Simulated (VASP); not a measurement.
Here is a VASP 6.6.1 calculation.

INCAR

```
  PREC = Accurate
  ENCUT = 500
  EDIFF = 1E-6
  ISMEAR = 0
  SIGMA = 0.02
  LREAL = False
  LASPH = True
  NELM = 120
  ALGO = Normal
  ISIF = 2
  LWAVE = False
  LCHARG = True
  GGA = PE
  LELF = True
  LVHAR = True
  NBANDS = 34
  GGA_COMPAT = False
```

File KPOINTS:

```
regular mesh
0
Gamma
  12 12 4
```

File POSCAR:

```
TiSnS4
1.0
    3.5740804079      0.0000000000      0.0000000000
   -1.7870402040      3.0952444284      0.0000000000
    0.0000000000      0.0000000000     13.0862991589
Ti Sn S
1 1 4
Direct
    0.0000000000      0.0000000000      0.0000000000
    0.0000000000      0.0000000000      0.5000000000
    0.3333333333      0.6666666667      0.1032767193
    0.6666666667      0.3333333333      0.8967232807
    0.6666666667      0.3333333333      0.3837790489
    0.3333333333      0.6666666667      0.6162209511
```

Potentials or basis: VASP PAW PBE potentials, release 64 (Ti_sv, Sn_d, S).

Run with:

```sh
$ cat potpaw_PBE.64/Ti_sv/POTCAR potpaw_PBE.64/Sn_d/POTCAR potpaw_PBE.64/S/POTCAR > POTCAR
$ mpirun -np 1 vasp_std > vasp.out
```

Problem. Predict the band gap on the k mesh.

Solution. 0.50 eV (least direct gap 0.57 eV).

Problem. Predict the pressure.

Solution. 0.0 GPa.

Stress tensor (GPa, compression positive):
```
-0.07  0.00  0.00
 0.00 -0.07  0.00
 0.00  0.00  0.08
```

Caveat: spin-orbit coupling is left out, which moves the levels of the heavy elements; this functional lacks dispersion, which binds layers or chains, so the pressure and a relaxed spacing across them are unreliable. A k mesh can miss the band edges.
